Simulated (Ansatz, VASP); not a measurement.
Two plane-wave programs on BN

```
B N
1.0
     0.00000    1.80482    1.80482
     1.80482    0.00000    1.80482
     1.80482    1.80482    0.00000
B N
1 1
Cartesian
  0.0000 0.0000 0.0000
  0.9024 0.9024 0.9024
```

Alike in both runs: task single point; functional r2SCAN; k mesh 2 × 2 × 2; no spin polarisation.

```csv
,VASP,Ansatz
version,VASP 6.6.1,Ansatz 0.2.0
potentials or method,"VASP PAW PBE potentials, release 64 (B, N)",plane waves
plane-wave cutoff (eV),660,500
occupations,"gaussian, width 0.01 eV",fixed
valence electrons in the cell,8,8
```

|  | VASP | Ansatz | Ansatz less VASP |
| --- | --- | --- | --- |
| gap on the k mesh at the Fermi level (eV) | 4.61 | 4.63 | +0.020 |
| pressure (GPa) | 25.0 | 23.2 | -1.75 |

VASP's potentials were made for PBE, not for r2SCAN.

The k mesh is coarse, so the values compare programs but aren't converged.
